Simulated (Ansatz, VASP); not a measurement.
La4Mg8N in VASP and in Ansatz

Contents of INCAR:

```
SYSTEM = La4Mg8N
ALGO = Normal ; DIPOL = 0.5 0.5 0.473
EDIFF = 1E-7 ; ENCUT = 520
GGA = PS ; IDIPOL = 3
ISIF = 2 ; ISMEAR = 0
LASPH = .TRUE. ; LCHARG = .FALSE.
LDIPOL = .TRUE. ; LREAL = .FALSE.
LWAVE = .FALSE. ; NBANDS = 44
NELM = 80 ; PREC = Accurate
SIGMA = 0.1
```

KPOINTS

```
k-points
0
G
  6 6 1
  0 0 0
```

POSCAR

```
La4Mg8N
1.0
    6.1390698644      0.0000000000      0.0000000000
   -3.0695349322      5.3165904582      0.0000000000
    0.0000000000      0.0000000000     27.1453605259
Mg La N
8 4 1
Direct
    0.8333333333      0.1666666667      0.3131290148
    0.8333333333      0.6666666667      0.3131290148
    0.3333333333      0.1666666666      0.3131290148
    0.6666666667      0.3333333334      0.4054565702
    0.4992379591      0.5007620409      0.4987278677
    0.4992379591     -0.0015240818      0.4987278677
    0.0015240818      0.5007620409      0.4987278677
    0.3333333333      0.6666666667      0.5945432824
    0.3333333333      0.6666666667      0.3823746814
    0.0000000000      0.0000000000      0.4285384591
    0.0000000000      0.0000000000      0.5675278382
    0.6666666667      0.3333333334      0.6051744959
    0.6666666667      0.8333333334      0.7244843297
```

Input for Ansatz:

```yaml
crystal:
  lattice:
    - [6.1390698644, 0.0, 0.0]
    - [-3.0695349322, 5.3165904582, 0.0]
    - [0.0, 0.0, 27.1453605259]
  atoms:
    - { symbol: Mg, position: [0.8333333333, 0.1666666667, 0.3131290148] }
    - { symbol: Mg, position: [0.8333333333, 0.6666666667, 0.3131290148] }
    - { symbol: Mg, position: [0.3333333333, 0.1666666666, 0.3131290148] }
    - { symbol: La, position: [0.3333333333, 0.6666666667, 0.3823746814] }
    - { symbol: Mg, position: [0.6666666667, 0.3333333334, 0.4054565702] }
    - { symbol: La, position: [0.0, 0.0, 0.4285384591] }
    - { symbol: Mg, position: [0.4992379591, 0.5007620409, 0.4987278677] }
    - { symbol: Mg, position: [0.4992379591, -0.0015240818, 0.4987278677] }
    - { symbol: Mg, position: [0.0015240818, 0.5007620409, 0.4987278677] }
    - { symbol: La, position: [0.0, 0.0, 0.5675278382] }
    - { symbol: Mg, position: [0.3333333333, 0.6666666667, 0.5945432824] }
    - { symbol: La, position: [0.6666666667, 0.3333333334, 0.6051744959] }
    - { symbol: "N", position: [0.6666666667, 0.8333333334, 0.7244843297] }
basis:
  ecutwfc: 420
kpoints:
  mp_grid: { grid: [6, 6, 1] }
hamiltonian:
  xc: pbesol
scf:
  occupations: { method: gaussian, width: 0.1 }
output:
  forces: true
  eigenvalues: true
  write_density: true
  write_potential: true
  elf: true
  volumetric_format: npy
efield:
  axis: 3
  dipole_correction: true
  ramp_width: 0.04
```

Alike in both runs: task single point; functional PBEsol; k mesh 6 × 6 × 1; occupations gaussian, width 0.1 eV; no spin polarisation.

|  | VASP | Ansatz |
| --- | --- | --- |
| version | VASP 6.6.1 | Ansatz 0.2.0 |
| potentials or method | VASP PAW PBE potentials, release 64 (Mg, La, N), cutoff 520 eV | scalar-relativistic, plane waves, PAW |
| valence electrons in the cell | 65 | 129 |

VASP gave:

* gap on the k mesh at the Fermi level (eV): none
* rms of the force components (eV/Å): 0.242

Problem. Which values does Ansatz return?

Solution. gap on the k mesh at the Fermi level (eV): none; rms of the force components (eV/Å): 0.243.

VASP's potentials were made for PBE, not for PBEsol. A gap of «none» marks a metal or a gap that the smearing closes. With one functional, cell and mesh, what is left measures potentials, basis and numerics. VASP's potentials hold 65 valence electrons a cell and Ansatz's 129, so a difference there can come from the potentials and not from the codes. Ansatz's warnings: xc potential rough in thin density.

Neither program's run includes spin-orbit coupling.
